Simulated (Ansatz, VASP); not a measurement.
Ge in VASP and in Ansatz

```
Ge
1.0
     0.00000    2.89464    2.83788
     2.83788    0.00000    2.83788
     2.83788    2.89464    0.00000
Ge
2
Direct
  0.50000 0.50000 0.50000
  0.75000 0.75000 0.75000
```

Change from the starting cell: strain +0.0200 x Voigt [0, 1, 0, 0, 0, 0], atoms carried along.

Alike in both runs: task single point; functional PBEsol; k mesh 18 × 18 × 18; occupations gaussian, width 0.15 eV; no spin polarisation.

|  | VASP | Ansatz |
| --- | --- | --- |
| version | VASP 6.6.1 | Ansatz 0.2.0 |
| potentials or method | VASP PAW PBE potentials, release 64 (Ge_d), cutoff 520 eV | scalar-relativistic, plane waves, PAW |
| valence electrons in the cell | 28 | 28 |

```csv
,VASP,Ansatz,Ansatz less VASP
gap on the k mesh at the Fermi level (eV),none,none,-
pressure (GPa),-1.4,-1.3,+0.09
"traceless stress, the component that is largest in VASP (GPa)",-0.95,-0.95,0.000
```

VASP's potentials were made for PBE, not for PBEsol. A gap of «none» marks a metal or a gap that the smearing closes. With one functional, cell and mesh, what is left measures potentials, basis and numerics.
